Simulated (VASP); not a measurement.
SrO: single point with PBE

SrO:

```
Sr O
1.0
     0.00000    2.79228    2.79228
     2.79228    0.00000    2.79228
     2.79228    2.79228    0.00000
Sr O
1 1
Direct
  0.00000 0.00000 0.00000
  0.25000 0.25000 0.25000
```

```json
{
  "Program": "VASP 6.6.1",
  "Task": "single point",
  "Functional": "PBE",
  "Potentials or basis": "VASP PAW PBE potentials, release 64 (Sr_sv, O)",
  "Cutoff": "520 eV",
  "k mesh": "8 × 8 × 8",
  "Occupations": "fermi-dirac, width 0.02 eV",
  "Spin": "no spin polarisation",
  "Dipole correction": "no",
  "Further INCAR settings": "ALGO = Normal; EDIFF = 1e-07; NBANDS = 15"
}
```

| Item | Value |
| --- | --- |
| Pressure | 1.4 GPa |
| Band gap on the k mesh | 2.52 eV (least direct gap 3.37 eV) |

Levels at points of the mesh, in eV from the valence-band top:
```csv
k point,band 5,band 6,band 7,band 8,band 9,band 10,band 11,band 12
"(0.00, 0.00, 0.00)",-14.10,-0.85,-0.85,-0.85,2.52,8.05,8.05,9.38
"(0.50, 0.00, 0.00)",-13.06,-0.72,-0.53,-0.53,5.28,7.15,7.61,7.61
"(0.50, 0.50, 0.00)",-12.74,-1.42,-0.01,-0.01,4.57,5.74,9.63,9.95
```

Run time: 21 s on 1 thread of Intel Xeon 8259CL, on a shared host, peak memory 0.18 GiB.

A k mesh can miss the band edges.
